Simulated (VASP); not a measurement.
# Mo: relaxation of cell and atoms with RPBE

Mo:

```
Mo
1.0
    -1.57365    1.57365    1.57365
     1.57365   -1.57365    1.57365
     1.57365    1.57365   -1.57365
Mo
1
Direct
  0.00000 0.00000 0.00000
```

```yaml
Program: VASP 6.6.1
Task: relaxation of cell and atoms
Functional: RPBE
Potentials_or_basis: VASP PAW PBE potentials, release 64 (Mo_sv)
Cutoff: 600 eV
k_mesh: 14 × 14 × 14
Occupations: fermi-dirac, width 0.1 eV
Spin: no spin polarisation
Dipole_correction: no
Further_INCAR_settings: ALGO = Normal; EDIFF = 1e-07; IBRION = 2; EDIFFG = -0.01; NSW = 80; ISIF = 3
```

```json
{
 "Relaxed volume": "16.06 Å³/atom",
 "Relaxed cell": "a = 2.753 Å, b = 2.753 Å, c = 2.753 Å, α = 109.47°, β = 109.47°, γ = 109.47°",
 "Space group after relaxing (to 0.05 Å)": "Im-3m (No. 229)",
 "Energy gained by relaxing": "11.1 meV/atom",
 "Ionic steps": "4",
 "Pressure after relaxing": "0.0 GPa",
 "Band gap on the k mesh": "zero (band 7 reaches 16.05 eV, above the bottom of band 8 at 10.92 eV)"
}
```

Step by step:
| step | energy change (eV) | largest force (eV/Å) | pressure (GPa) | volume (Å³) |
| --- | --- | --- | --- | --- |
| 1 | 0.0000 | 0.0000 | 7.84 | 15.59 |
| 2 | 0.0620 | 0.0000 | -16.57 | 17.37 |
| 3 | -0.0111 | 0.0000 | -0.21 | 16.07 |
| 4 | -0.0111 | 0.0000 | -0.01 | 16.06 |

Final structure:
```xyz
1
Lattice="-1.5893 1.5893 1.5893 1.5893 -1.5893 1.5893 1.5893 1.5893 -1.5893" Properties=species:S:1:pos:R:3 pbc="T T T"
Mo    0.0000    0.0000    0.0000
```

Levels at points of the mesh, in eV from the Fermi level:
| k point | band 4 | band 5 | band 6 | band 7 | band 8 | band 9 | band 10 | band 11 |
| --- | --- | --- | --- | --- | --- | --- | --- | --- |
| (0.00, 0.00, 0.00) | -34.65 | -7.15 | -1.34 | -1.34 | -1.34 | 1.60 | 1.60 | 14.76 |
| (0.50, 0.00, 0.00) | -34.66 | -5.18 | -3.30 | 1.51 | 1.61 | 2.21 | 4.51 | 11.23 |
| (0.50, 0.50, 0.50) | -35.54 | -5.25 | -5.25 | 3.79 | 3.79 | 3.79 | 8.85 | 8.85 |

It took 36 s on 1 thread of Intel(R) Xeon(R) 6975P-C (Granite Rapids), with other jobs on the host, peak memory 0.16 GiB.

Caveat: the PAW data sets were made with another functional, which shifts forces and pressure a little. Zero-point motion and thermal expansion aren't in these numbers.
